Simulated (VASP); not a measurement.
Input of a VASP 6.6.1 run:

The input INCAR:

```
  PREC = Accurate
  ENCUT = 600
  EDIFF = 1E-6
  ISMEAR = 0
  SIGMA = 0.1
  LREAL = F
  LASPH = T
  NELM = 100
  ALGO = Fast
  ISIF = 3
  LWAVE = F
  LCHARG = F
  GGA = PS
  IBRION = 2
  NSW = 100
  EDIFFG = -0.01
```

KPOINTS

```
regular mesh
0
Gamma
  18 18 18
```

POSCAR

```
V
1.0
    0.0000000000      2.5920134421      2.5920134421
    2.5920134421      0.0000000000      2.5920134421
    2.5920134421      2.5920134421      0.0000000000
V
2
Direct
    0.0000000000      0.0000000000      0.0000000000
    0.2500000000      0.2500000000      0.2500000000
```

Potentials or basis: VASP PAW PBE potentials, release 64 (V_sv).

The run is started by

```bash
$ cat potpaw_PBE.64/V_sv/POTCAR > POTCAR
$ mpirun -np 1 vasp_std > vasp.out
```

Task: Predict the relaxed cell.

Result: a = 3.674 Å, b = 3.674 Å, c = 3.674 Å, α = 60.00°, β = 60.00°, γ = 60.00°.

Task: Estimate the band gap on the k mesh.

Result: Zero (bands 13 and 14 overlap by 1.09 eV).

Task: Estimate the relaxed volume.

Result: 17.54 Å³/atom.

The path:
| step | energy change (eV) | largest force (eV/Å) | pressure (GPa) | volume (Å³) |
| --- | --- | --- | --- | --- |
| 1 | 0.0000 | 0.0000 | 0.65 | 34.83 |
| 2 | -0.0004 | 0.0000 | -0.30 | 35.19 |
| 3 | -0.0005 | 0.0000 | -0.01 | 35.08 |

Caveat: the PAW data sets were made with another functional, which shifts forces and pressure a little.
